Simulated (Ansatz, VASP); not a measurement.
# Two plane-wave programs on MgI2

```
Mg I
1.0
     4.31985    0.00000    0.00000
    -2.15992    3.74110    0.00000
     0.00000    0.00000    6.86200
Mg I
1 2
Direct
  0.00000 0.00000 0.00000
  0.33333 0.66667 0.75763
  0.66667 0.33333 0.24237
```

Change from the starting cell: strain +0.040 along x and y, +0.000 along z, atoms carried along.

Alike in both runs: task single point; functional PBE; dispersion D3(BJ); k mesh 6 × 6 × 4; occupations gaussian, width 0.05 eV; no spin polarisation.

|  | VASP | Ansatz |
| --- | --- | --- |
| version | VASP 6.6.1 | Ansatz 0.2.0 |
| potentials or method | VASP PAW PBE potentials, release 64 (Mg, I), cutoff 520 eV | scalar-relativistic, plane waves, PAW |
| valence electrons in the cell | 16 | 44 |

VASP gave:

| Quantity | Value |
| --- | --- |
| gap on the k mesh at the Fermi level (eV) | 3.15 |
| least direct gap on the mesh (eV) | 3.15 |
| pressure (GPa) | -2.3 |
| traceless stress, the component that is largest in VASP (GPa) | 0.96 |
| rms of the force components (eV/Å) | 0.104 |

**Question.** Estimate Ansatz's values.

**Answer.** gap on the k mesh at the Fermi level (eV): 3.16; least direct gap on the mesh (eV): 3.16; pressure (GPa): -2.3; traceless stress, the component that is largest in VASP (GPa): 0.95; rms of the force components (eV/Å): 0.100.

Atom by atom the forces differ by 0.005 eV/Å (rms over components). VASP's potentials hold 16 valence electrons a cell and Ansatz's 44, so a difference there can come from the potentials and not from the codes.

Spin-orbit coupling is off throughout.
